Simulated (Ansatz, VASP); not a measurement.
## GaP: VASP beside Ansatz

INCAR

```
PREC = Accurate ; ENCUT = 520
EDIFF = 1E-6 ; ISMEAR = 0
SIGMA = 0.05 ; LREAL = F
LASPH = T ; NELM = 100
ALGO = Normal ; ISIF = 2
LWAVE = F ; LCHARG = F
GGA = PE ; NBANDS = 16
```

The input KPOINTS:

```
regular mesh
0
Gamma
  10 10 10
```

POSCAR

```
GaP
1.0
    0.0000000000      2.8751187781      2.7992588629
    2.7992588629      0.0000000000      2.7992588629
    2.7992588629      2.8751187781      0.0000000000
Ga P
1 1
Direct
    0.0000000000      0.0000000000      0.0000000000
    0.7500000000      0.7500000000      0.7500000000
```

Input for Ansatz:

```yaml
crystal:
  lattice:
    - [0.0, 2.8751187781, 2.7992588629]
    - [2.7992588629, 0.0, 2.7992588629]
    - [2.7992588629, 2.8751187781, 0.0]
  atoms:
    - { symbol: Ga, position: [0.0, 0.0, 0.0] }
    - { symbol: P, position: [0.75, 0.75, 0.75] }
basis:
  ecutwfc: 420
kpoints:
  mp_grid: { grid: [10, 10, 10] }
hamiltonian:
  xc: pbe
  pseudopotentials: { kind: paw, azcp: { folder: soft_1 } }
scf:
  occupations: { method: gaussian, width: 0.05 }
output:
  forces: true
  stress: true
  eigenvalues: true
```

Alike in both runs: task single point; functional PBE; k mesh 10 × 10 × 10; occupations gaussian, width 0.05 eV; no spin polarisation.

```csv
,VASP,Ansatz
version,VASP 6.6.1,Ansatz 0.2.0
potentials or method,"VASP PAW PBE potentials, release 64 (Ga_d, P), cutoff 520 eV","scalar-relativistic, plane waves, PAW"
valence electrons in the cell,18,18
```

VASP gave:

```
gap on the k mesh at the Fermi level (eV)                     : 0.91
least direct gap on the mesh (eV)                             : 0.91
pressure (GPa)                                                : -5.0
traceless stress, the component that is largest in VASP (GPa) : -1.31
```

**Question.** What did Ansatz give for the same quantities?

**Answer.** gap on the k mesh at the Fermi level (eV): 0.92; least direct gap on the mesh (eV): 0.92; pressure (GPa): -4.9; traceless stress, the component that is largest in VASP (GPa): -1.31.

The functional is the same, so the differences come from potentials, cutoffs and numerics.
